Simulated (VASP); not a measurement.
Write the native input for VASP 6.6.1 that does the following.

- Task: single point
- Functional: r2SCAN
- Potentials or basis: VASP PAW PBE potentials, release 64 (Pd)
- Cutoff: 520 eV
- k mesh: 12 × 12 × 12
- Occupations: fermi-dirac, width 0.05 eV
- Spin: collinear spin
- Starting moments: [0.5, -0.5] μB
- Dipole correction: no
- Further INCAR settings: ALGO = Normal; EDIFF = 1e-06; NBANDS = 21

Crystal: Pd.

```
CELL_PARAMETERS angstrom
0.00000 2.55254 2.55254
2.55254 0.00000 2.55254
2.55254 2.55254 0.00000
ATOMIC_POSITIONS crystal
Pd 0.00000 0.00000 0.00000
Pd 0.50000 0.50000 0.50000
```

This isn't the form of Pd at room conditions, which is fcc.

One way to write it, as run:

POSCAR

```
Pd
1.0
    0.0000000000      2.5525363231      2.5525363231
    2.5525363231      0.0000000000      2.5525363231
    2.5525363231      2.5525363231      0.0000000000
Pd
2
Direct
    1.0000000000      0.0000000000      0.0000000000
    0.5000000000      0.5000000000      0.5000000000
```

INCAR.step1

```
PREC = Accurate
ENCUT = 520
ISMEAR = -1
SIGMA = 0.05
LREAL = F
LASPH = T
NELM = 150
ISPIN = 2
MAGMOM = 0.5 -0.5
LMAXMIX = 4
NBANDS = 21
GGA = PE
ALGO = Normal
EDIFF = 1E-4
LWAVE = T
LCHARG = F
```

INCAR.step2

```
PREC = Accurate
ENCUT = 520
EDIFF = 1E-6
ISMEAR = -1
SIGMA = 0.05
LREAL = F
LASPH = T
NELM = 150
ALGO = Normal
ISIF = 2
LWAVE = F
LCHARG = F
ISPIN = 2
MAGMOM = 0.5 -0.5
LORBIT = 11
LMAXMIX = 4
METAGGA = R2SCAN
LMIXTAU = T
NBANDS = 21
ISTART = 1
```

KPOINTS

```
regular mesh
0
Gamma
  12 12 12
```

Potentials or basis: VASP PAW PBE potentials, release 64 (Pd).

The run is started by

```sh
$ cat potpaw_PBE.64/Pd/POTCAR > POTCAR
$ cp INCAR.step1 INCAR
$ mpirun -np 1 vasp_std > vasp.out
$ cp INCAR.step2 INCAR
$ mpirun -np 1 vasp_std > vasp.out
```

It gave:

```yaml
Pressure: 6.9 GPa
Band_gap_on_the_k_mesh: zero (filled and empty bands overlap)
Net_moment: 0.00 μB per cell
Valence_electrons_inside_the_program's_atomic_spheres: Pd 9.51
```

Caveat: the cell stands under pressure; the PAW data sets were made with another functional, which shifts forces and pressure a little.

It took 3.1 min on 1 thread of Intel(R) Xeon(R) Platinum 8488C (Sapphire Rapids), with other jobs on the host, peak memory 0.22 GiB.
